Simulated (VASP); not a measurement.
Co, 2 atoms in the cell. Symmetry: P6_3/mmc, No. 194, hexagonal system. The conventional cell has a = 2.493 Å, b = 2.493 Å, c = 4.037 Å, α = 90.00°, β = 90.00°, γ = 120.00°. Within 3.3 Å of Co (site symmetry -6m2) lie 12 Co at 2.48 to 2.49 Å. 

* Program: VASP 6.6.1
* Task: single point
* Functional: PBE
* Potentials or basis: VASP PAW PBE potentials, release 64 (Co)
* Cutoff: 520 eV
* k mesh: 20 × 20 × 11
* Occupations: fermi-dirac, width 0.1 eV
* Spin: collinear spin, ferromagnetic start
* Starting moments: [1.7, 1.7] μB
* Dipole correction: no
* Further INCAR settings: ALGO = Normal; EDIFF = 1e-07; NBANDS = 20

Potentials or basis: VASP PAW PBE potentials, release 64 (Co).

Run with:

```sh
$ cat potpaw_PBE.64/Co/POTCAR > POTCAR
$ mpirun -np 1 vasp_std > vasp.out
```

Hardware: 1 thread of Intel(R) Xeon(R) Platinum 8488C (Sapphire Rapids), on a shared host.

Task: How long does it take, and how much memory?

Result: Run time: 2.4 min on 1 thread of Intel(R) Xeon(R) Platinum 8488C (Sapphire Rapids), with other jobs on the host, peak memory 0.26 GiB. Counts: scf iterations 14, k points 264.
